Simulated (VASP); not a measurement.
# Ti3Te2Se (Cmmm) in VASP: single point with PBE

Aim: the single point of Ti3Te2Se with PBE.

Program: VASP 6.6.1. These are calculated values, not measurements. Logs are shortened: lines on timing, memory, paths and dates and some standing lists are left out, and cuts for length are marked.

**1. The cell of the first run**

Symmetry: Cmmm, No. 65, orthorhombic system. Conventional cell: a = 3.524 Å, b = 18.206 Å, c = 4.101 Å, α = 90.00°, β = 90.00°, γ = 90.00°. Within 3.6 Å of Ti (site symmetry mmm) lie 4 Se at 2.70 Å and 6 Ti at 2.88 to 3.52 Å and 4 Te at 3.37 Å. Ti (site symmetry m2m) has 2 Se at 2.69 Å and 4 Te at 2.83 Å and 4 Ti at 2.88 to 3.52 Å within 3.6 Å. Within 3.8 Å of Te (site symmetry m2m) lie 6 Ti at 2.83 to 3.37 Å and 4 Te at 3.52 to 3.79 Å and 2 Se at 3.53 Å. Within 3.6 Å of Se (site symmetry mmm) lie 8 Ti at 2.69 to 2.70 Å and 2 Se at 3.52 Å and 4 Te at 3.53 Å.

The cell was built from a structure type or drawn by symmetry, and may not be a known phase.

**2. Single point, PBE, collinear spin**

File INCAR:

```
SYSTEM = Ti3Te2Se
PREC = Accurate
ENCUT = 500
EDIFF = 1E-6
ISMEAR = 0
SIGMA = 0.1
LREAL = .FALSE.
LASPH = .TRUE.
NELM = 200
ALGO = Normal
ISIF = 2
LWAVE = .FALSE.
LCHARG = .FALSE.
ISPIN = 2
MAGMOM = 1 1 1 0 0 0
LORBIT = 11
LMAXMIX = 4
GGA = PE
NBANDS = 40
GGA_COMPAT = .FALSE.
```

File KPOINTS:

```
Automatic mesh
0
G
  6 6 4
  0 0 0
```

File POSCAR:

```
Ti3Te2Se
1.0
    1.7622320784     -9.1032318990      0.0000000000
    1.7622320784      9.1032318990      0.0000000000
    0.0000000000      0.0000000000      4.1008435473
Ti Te Se
3 2 1
Direct
    0.5000000000      0.5000000000      0.5000000000
    0.3887329273      0.6112670727      0.0000000000
    0.6112670727      0.3887329273      0.0000000000
    0.1577711047      0.8422288953      0.5000000000
    0.8422288953      0.1577711047      0.5000000000
    0.0000000000      0.0000000000      0.0000000000
```

Potentials or basis: VASP PAW PBE potentials, release 64 (Ti_sv, Te, Se).

The run is started by

```bash
$ cat potpaw_PBE.64/Ti_sv/POTCAR potpaw_PBE.64/Te/POTCAR potpaw_PBE.64/Se/POTCAR > POTCAR
$ mpirun -np 1 vasp_std > vasp.out
```

OUTCAR:

```text
SYSTEM = Ti3Te2Se
   PREC = Accurate
   ENCUT = 500
   EDIFF = 1E-6
   ISMEAR = 0
   LREAL = .FALSE.
   LASPH = .TRUE.
   NELM = 200
   ISIF = 2
   ISPIN = 2
   LORBIT = 11
   GGA = PE

 ion  position               nearest neighbor table
   1  0.500  0.500  0.500-   6 2.70   6 2.70   6 2.70   6 2.70   3 2.88   3 2.88   2 2.88   2 2.88

   2  0.389  0.611  0.000-   6 2.69   6 2.69   5 2.83   5 2.83   5 2.83   5 2.83   1 2.88   1 2.88

   3  0.611  0.389  0.000-   6 2.69   6 2.69   4 2.83   4 2.83   4 2.83   4 2.83   1 2.88   1 2.88

   4  0.158  0.842  0.500-   3 2.83   3 2.83   3 2.83   3 2.83
   5  0.842  0.158  0.500-   2 2.83   2 2.83   2 2.83   2 2.83
   6  0.000  0.000  0.000-   3 2.69   2 2.69   3 2.69   2 2.69   1 2.70   1 2.70   1 2.70   1 2.70

  LATTYP: Found a base centered orthorhombic cell.
 ALAT       =     3.5244641568
 B/A-ratio  =     5.1657395247
 C/A-ratio  =     1.1635367434

  Lattice vectors:

 A1 = (   1.7622320784,  -9.1032318990,   0.0000000000)
 A2 = (   1.7622320784,   9.1032318990,   0.0000000000)
 A3 = (   0.0000000000,   0.0000000000,   4.1008435473)

Analysis of symmetry for initial positions (statically):
=====================================================================
 Subroutine PRICEL returns:
 Original cell was already a primitive cell.

 Routine SETGRP: Setting up the symmetry group for a
 base centered orthorhombic supercell.

 Subroutine GETGRP returns: Found  8 space group operations
 (whereof  8 operations were pure point group operations)
 out of a pool of  8 trial point group operations.

The static configuration has the point symmetry D_2h.

Analysis of symmetry for dynamics (positions and initial velocities):
=====================================================================
 Subroutine PRICEL returns:
 Original cell was already a primitive cell.

 Routine SETGRP: Setting up the symmetry group for a
 base centered orthorhombic supercell.

 Subroutine GETGRP returns: Found  8 space group operations
 (whereof  8 operations were pure point group operations)
 out of a pool of  8 trial point group operations.

The dynamic configuration has the point symmetry D_2h.

Analysis of structural, dynamic, and magnetic symmetry:
=====================================================================
 Subroutine PRICEL returns:
 Original cell was already a primitive cell.

 Routine SETGRP: Setting up the symmetry group for a
 base centered orthorhombic supercell.

 Subroutine GETGRP returns: Found  8 space group operations
 (whereof  8 operations were pure point group operations)
 out of a pool of  8 trial point group operations.

The overall configuration has the point symmetry D_2h.

 Subroutine INISYM returns: Found  8 space group operations
 (whereof  8 operations are pure point group operations),
 and found     1 'primitive' translations

----------------------------------------------------------------------------------------

                                     Primitive cell

  volume of cell :     131.5715

  direct lattice vectors                    reciprocal lattice vectors
     1.762232078 -9.103231899  0.000000000     0.283731074 -0.054925548  0.000000000
     1.762232078  9.103231899  0.000000000     0.283731074  0.054925548  0.000000000
     0.000000000  0.000000000  4.100843547     0.000000000  0.000000000  0.243852268

  length of vectors
     9.272232358  9.272232358  4.100843547     0.288998509  0.288998509  0.243852268

  position of ions in fractional coordinates (direct lattice)
     0.500000000  0.500000000  0.500000000
     0.388732927  0.611267073  0.000000000
     0.611267073  0.388732927  0.000000000
     0.157771105  0.842228895  0.500000000
     0.842228895  0.157771105  0.500000000
     0.000000000  0.000000000  0.000000000

  ion indices of the primitive-cell ions
   primitive index   ion index
                 1           1
                 2           2
                 3           3
                 4           4
                 5           5
                 6           6

----------------------------------------------------------------------------------------
[... 50 lines left out ...]
  0.500000  0.333333  0.250000      8.000000
 [... further k-points ...]
   k-points           NKPTS =     39   k-points in BZ     NKDIM =     39   number of bands    NBANDS=     40
   number of dos      NEDOS =    301   number of ions     NIONS =      6
   total plane-waves  NPLWV = 147000
   dimension x,y,z NGX =    70 NGY =   70 NGZ =   30
   dimension x,y,z NGXF=   140 NGYF=  140 NGZF=   60
   ions per type =               3   2   1
   NGX,Y,Z   is equivalent  to a cutoff of  12.55, 12.55, 12.16 a.u.
   NGXF,Y,Z  is equivalent  to a cutoff of  25.10, 25.10, 24.32 a.u.
 SYSTEM =  Ti3Te2Se
   PREC   = accura    normal or accurate (medium, high low for compatibility)
   ISTART =      0    job   : 0-new  1-cont  2-samecut
   ICHARG =      2    charge: 1-file 2-atom 10-const
   ISPIN  =      2    spin polarized calculation?
   LNONCOLLINEAR =      F non collinear calculations
   LSORBIT =      F    spin-orbit coupling
   LASPH  =      T    aspherical Exc in radial PAW
   ENCUT  =  500.0 eV  36.75 Ry    6.06 a.u.  16.91 16.91  7.48*2*pi/ulx,y,z
   NELM   =    200;   NELMIN=  2; NELMDL= -5     # of ELM steps
   EDIFF  = 0.1E-05   stopping-criterion for ELM
   LREAL  =      F    real-space projection
   EDIFFG = 0.1E-04   stopping-criterion for IOM
   NSW    =      0    number of steps for IOM
   IBRION =     -1    ionic relax: 0-MD 1-quasi-New 2-CG
   NFREE  =      0    steps in history (QN), initial steepest desc. (CG)
   ISIF   =      2    stress and relaxation
   ISYM   =      2    0-nonsym 1-usesym 2-fastsym
   POTIM  = 0.5000    time-step for ionic-motion
   TEBEG  =    0.0;   TEEND  =   0.0 temperature during run
   PSTRESS=    0.0 pullay stress
   NELECT =      54.0000    total number of electrons
   NUPDOWN=      -1.0000    fix difference up-down
   EMIN   =  10.00;   EMAX   =-10.00  energy-range for DOS
   EFERMI =   0.00;   METHOD = LEGACY
   ISMEAR =     0;   SIGMA  =   0.10  broadening in eV -4-tet -1-fermi 0-gaus
   EFERMI_NEDOS =   21; number of points for ismear=-14 and -15
   IALGO  =     38    algorithm
   IMIX   =      4    mixing-type and parameters
     AMIX     =   0.40;   BMIX     =  1.00
     AMIX_MAG =   1.60;   BMIX_MAG =  1.00
  volume/ion in A,a.u.               =      21.93       147.98
  Fermi-wavevector in a.u.,A,eV,Ry     =   1.216612  2.299063 20.138594  1.480145
  Thomas-Fermi vector in A             =   2.351960
   LORBIT       =     11    0 simple, 1 ext, 2 COOP (PROOUT), +10 PAW based schemes
   GGA     = PE    functional components
   LHFCALC =     F    Hartree Fock is set to
   AEXX    =    0.0000 exact exchange contribution
   IVDW    =     0    specifies the selected vdW correction
   LEPSILON=     F    determine dielectric tensor
   LRPA    =     F    only Hartree local field effects (RPA)
 spin polarized calculation
 Gauss-broadening in eV      SIGMA  =   0.10
  energy-cutoff  :      500.00
  volume of cell :      131.57
 maximum number of plane-waves:      3366
 NGX is ok and might be reduce to    70
   NGX = 33   NGY = 33   NGZ = 15

 number of electron      54.0000012 magnetization       0.8229996

 Free energy of the ion-electron system (eV)
  ---------------------------------------------------
  ext. energy  EPLUGINS =         0.00000000
  ---------------------------------------------------
  free energy    TOTEN  =       -36.24365384 eV

  energy without entropy =      -36.22285251  energy(sigma->0) =      -36.23325318

 E-fermi :   8.2012     XC(G=0): -10.3885

 val. band max:        8.1873272557   @ k =   0.5000   0.3333   0.5000
 cond. band min:       8.2047034679   @ k =   0.1667   0.0000   0.2500
 fundamental gap:      0.0173762122
 Fermi energy:         8.2011886806

 spin component 1

 k-point     1 :       0.0000    0.0000    0.0000
  band No.  band energies     occupation
      1     -49.3430      1.00000
      2     -49.3395      1.00000
      3     -49.0186      1.00000
      4     -25.7391      1.00000
      5     -25.7204      1.00000
      6     -25.6321      1.00000
[... 997 lines left out ...]
     38      10.6770      0.00000
     39      10.7551      0.00000

 [... further k-points ...]

 spin component 2

 k-point     1 :       0.0000    0.0000    0.0000
  band No.  band energies     occupation
      1     -49.0892      1.00000
      2     -49.0073      1.00000
      3     -48.9945      1.00000
      4     -25.4745      1.00000
      5     -25.4265      1.00000
      6     -25.4245      1.00000
[... 997 lines left out ...]
     38      10.8142      0.00000
     39      10.8758      0.00000

 [... further k-points ...]

 [bands above 39 left out]

------------------------ aborting loop because EDIFF is reached ----------------------------------------

  FORCE on cell =-STRESS in cart. coord.  units (eV):
  Direction    XX          YY          ZZ          XY          YZ          ZX
  --------------------------------------------------------------------------------------
  -------------------------------------------------------------------------------------
  Total       -0.1101957      2.6724086      0.0223152     -0.0000000      0.0000000      0.0000000
  in kB       -1.3418786     32.5425471      0.2717374     -0.0000000      0.0000000      0.0000000
  external PRESSURE =      10.4908020 kB  Pullay stress =       0.0000000 kB

 VOLUME and BASIS-vectors are now :
 -----------------------------------------------------------------------------
  energy-cutoff  :      500.00
  volume of cell :      131.57
      direct lattice vectors                 reciprocal lattice vectors
     1.762232078 -9.103231899  0.000000000     0.283731074 -0.054925548  0.000000000
     1.762232078  9.103231899  0.000000000     0.283731074  0.054925548  0.000000000
     0.000000000  0.000000000  4.100843547     0.000000000  0.000000000  0.243852268

 POSITION                                       TOTAL-FORCE (eV/Angst)
 -----------------------------------------------------------------------------------
      1.76223      0.00000      2.05042        -0.000000     -0.000000     -0.000000
      1.76223      2.02578      0.00000        -0.000000     -0.121362     -0.000000
      1.76223     -2.02578      0.00000        -0.000000      0.121362      0.000000
      1.76223      6.23078      2.05042        -0.000000     -0.153983      0.000000
      1.76223     -6.23078      2.05042        -0.000000      0.153983     -0.000000
      0.00000      0.00000      0.00000         0.000000     -0.000000     -0.000000
 -----------------------------------------------------------------------------------
    total drift:                                0.000000      0.000000     -0.000000

  FREE ENERGIE OF THE ION-ELECTRON SYSTEM (eV)
  ---------------------------------------------------
  free  energy   TOTEN  =       -36.2436538430 eV

  energy  without entropy=      -36.2228525111  energy(sigma->0) =      -36.23325318

 total charge

# of ion       s       p       d       tot
------------------------------------------
    1        2.171   6.069   2.012  10.253
    2        2.156   6.081   2.012  10.249
    3        2.156   6.081   2.012  10.249
    4        1.364   2.042   0.045   3.452
    5        1.364   2.042   0.045   3.452
    6        1.430   2.421   0.089   3.940
--------------------------------------------------
tot         10.642  24.736   6.216  41.594

 magnetization (x)

# of ion       s       p       d       tot
------------------------------------------
    1       -0.002   0.014  -0.065  -0.053
    2        0.008   0.003   0.343   0.355
    3        0.008   0.003   0.343   0.355
    4       -0.001  -0.014   0.004  -0.012
    5       -0.001  -0.014   0.004  -0.012
    6       -0.001  -0.013   0.005  -0.009
--------------------------------------------------
tot          0.010  -0.021   0.634   0.624
```

It took 26 min on 1 thread of Intel Xeon 8259CL, shared host; peak memory 0.67 GiB.

Results:

```yaml
Free_energy: -36.2437 eV
Pressure: 1.0 GPa
Largest_force: 0.154 eV/Å
Net_moment: 0.82 μB per cell
Site_moments: Ti -0.05, +0.35 (each value once); Te -0.01; Se -0.01 μB
Valence_electrons_inside_the_program's_atomic_spheres: Ti 10.25; Te 3.45; Se 3.94
```

Forces in eV/Å, atoms in the order of the input:
```
Ti   0.000  0.000  0.000
Ti   0.000 -0.121  0.000
Ti   0.000  0.121  0.000
Te   0.000 -0.154  0.000
Te   0.000  0.154  0.000
Se   0.000  0.000  0.000
```

Caveat: the k points lie up to 0.38 Å⁻¹ apart; spin-orbit coupling is left out, which moves the levels of the heavy elements.
